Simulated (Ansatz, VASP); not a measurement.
## One calculation of Sn, two programs

```
Sn
1.0
    -1.86905    1.86905    1.86905
     1.86905   -1.86905    1.86905
     1.86905    1.86905   -1.86905
Sn
1
Direct
  0.00000 0.00000 0.00000
```

Alike in both runs: task single point; functional PBEsol; k mesh 11 × 11 × 11; occupations fermi-dirac, width 0.1 eV; no spin polarisation.

|  | VASP | Ansatz |
| --- | --- | --- |
| version | VASP 6.6.1 | Ansatz 0.2.0 |
| potentials or method | VASP PAW PBE potentials, release 64 (Sn_d), cutoff 520 eV | plane waves, PAW |
| valence electrons in the cell | 14 | 14 |

VASP gave:

```
pressure (GPa) : 0.3
```

Q: Which values does Ansatz return?

A: Pressure (GPa): 0.4.

VASP's potentials were made for PBE, not for PBEsol.
